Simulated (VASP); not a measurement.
Wanted: the native input for a VASP 6.6.1 run.

* Task: single point
* Functional: PBEsol
* Potentials or basis: VASP PAW PBE potentials, release 64 (Ge_d)
* Cutoff: 520 eV
* k mesh: 20 × 20 × 18
* Occupations: gaussian, width 0.15 eV
* Spin: no spin polarisation
* Dipole correction: no
* Further INCAR settings: ALGO = Normal; EDIFF = 1e-07; NBANDS = 13

The structure of Ge lies in POSCAR:

```
Ge
1.0
    1.3971490000     -2.6525263200      0.0000000000
    1.3971490000      2.6525263200      0.0000000000
    0.0000000000      0.0000000000      2.6982310000
Ge
1
Direct
    0.5000000000      0.5000000000      0.0000000000
```

This cell differs from its parent crystal: strain +0.0200 x Voigt [0, 1, 0, 0, 0, 0].

The input as run:

INCAR

```
PREC = Accurate ; ENCUT = 520
EDIFF = 1E-7 ; ISMEAR = 0
SIGMA = 0.15 ; LREAL = F
LASPH = T ; NELM = 80
ALGO = Normal ; ISIF = 2
LWAVE = F ; LCHARG = F
GGA = PS ; NBANDS = 13
```

KPOINTS

```
Automatic mesh
0
Gamma
  20 20 18
```

Potentials or basis: VASP PAW PBE potentials, release 64 (Ge_d).

The run is started by

```sh
$ cat potpaw_PBE.64/Ge_d/POTCAR > POTCAR
$ mpirun -np 1 vasp_std > vasp.out
```

It gave:

The pressure is -5.2 GPa and the band gap on the k mesh is zero (band 7 reaches 12.46 eV, above the bottom of band 8 at 3.06 eV).

Caveat: the cell differs from its parent crystal (strain +0.0200 x Voigt [0, 1, 0, 0, 0, 0]); the PAW data sets were made with another functional, which shifts forces and pressure a little.

Wall time 3.9 min on 1 thread of Intel(R) Xeon(R) Platinum 8259CL CPU @ 2.50GHz (Skylake/Cascade Lake), with other jobs on the host, peak memory 0.35 GiB.
